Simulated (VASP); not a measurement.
**SiC (Moissanite 3C): single point with LDA**

Crystal: SiC (Moissanite 3C).

```
Si C
1.0
     0.00000    2.17900    2.17900
     2.17900    0.00000    2.17900
     2.17900    2.17900    0.00000
Si C
1 1
Direct
  0.00000 0.00000 0.00000
  0.25000 0.25000 0.25000
```

| Property | Result |
| --- | --- |
| Program | VASP 6.6.1 |
| Task | single point |
| Functional | LDA |
| Potentials or basis | VASP PAW LDA potentials, release 64 (Si, C) |
| Cutoff | 520 eV |
| k mesh | 8 × 8 × 8 |
| Occupations | gaussian, width 0.01 eV |
| Spin | no spin polarisation |

The pressure is -4.0 GPa and the band gap on the k mesh is 1.30 eV, indirect (least direct gap 4.50 eV).

Levels at points of the mesh, in eV from the valence-band top:
```csv
k point,band 1,band 2,band 3,band 4,band 5,band 6,band 7,band 8,band 9
"(0.00, 0.00, 0.00)",-15.32,0.00,0.00,0.00,6.29,7.19,7.19,7.19,14.46
"(0.50, 0.00, 0.00)",-11.70,-8.56,-1.05,-1.05,5.39,7.13,7.13,9.92,15.93
"(0.50, 0.50, 0.00)",-10.21,-7.81,-3.19,-3.19,1.30,4.19,13.83,13.83,14.55
```

Wall time 2.3 s on 1 thread of Intel(R) Xeon(R) 6975P-C (Granite Rapids) (shared host), peak memory 0.12 GiB.

A k mesh can miss the band edges. A hybrid or GW would open this gap; LDA tends to underestimate it.
